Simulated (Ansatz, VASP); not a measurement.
In in VASP and in Ansatz

```
CELL_PARAMETERS angstrom
0.00000 3.39201 3.39201
3.39201 0.00000 3.39201
3.39201 3.39201 0.00000
ATOMIC_POSITIONS crystal
In 0.12500 0.12500 0.12500
In 0.87500 0.87500 0.87500
```

Alike in both runs: task single point; functional r2SCAN; k mesh 9 × 9 × 9; occupations fermi-dirac, width 0.1 eV; no spin polarisation.

|  | VASP | Ansatz |
| --- | --- | --- |
| version | VASP 6.6.1 | Ansatz 0.2.0 |
| potentials or method | VASP PAW PBE potentials, release 64 (In_d), cutoff 520 eV | plane waves (500 eV) with PAW, scalar-relativistic |
| valence electrons in the cell | 26 | 26 |

```tsv
	VASP	Ansatz	Ansatz less VASP
pressure (GPa)	-1.8	-1.7	+0.03
```

VASP's potentials were made for PBE, not for r2SCAN. With one functional, cell and mesh, what is left measures potentials, basis and numerics.
